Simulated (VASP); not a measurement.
The system is HfC.

```
Hf C
1.0
    -1.39667    2.49718    1.84734
     1.39667   -2.49718    1.84734
     1.39667    2.49718   -1.84734
Hf C
1 1
Direct
  0.98471 0.98471 0.00000
  0.67945 0.17945 0.50000
```

Base run:

| Property | Result |
| --- | --- |
| Program | VASP 6.6.1 |
| Functional | r2SCAN |
| Potentials or basis | VASP PAW PBE potentials, release 64 (Hf_pv, C) |
| Cutoff | 520 eV |
| k mesh | 12 × 12 × 12 |
| Occupations | fermi-dirac, width 0.05 eV |
| Spin | no spin polarisation |

Its results: band gap on the k mesh 0.61 eV (least direct gap 1.06 eV); pressure 65.8 GPa; largest force 11.586 eV/Å.

Q: The run is repeated on the same cell with these changes: functional from r2SCAN to PBE; occupations from fermi-dirac, width 0.05 eV to gaussian, width 0.023 eV. What comes out?

A: Band gap on the k mesh 0.36 eV (least direct gap 0.86 eV); pressure 68.0 GPa; largest force 11.756 eV/Å.

Caveats: the cell stands under pressure; spin-orbit coupling is left out, which moves the levels of the heavy elements; the PAW data sets were made with another functional, which shifts forces and pressure a little (at least some runs); forces of over 1 eV/Å act on the atoms, so gaps and moduli don't describe the material at rest (at least some runs).

A k mesh can miss the band edges.
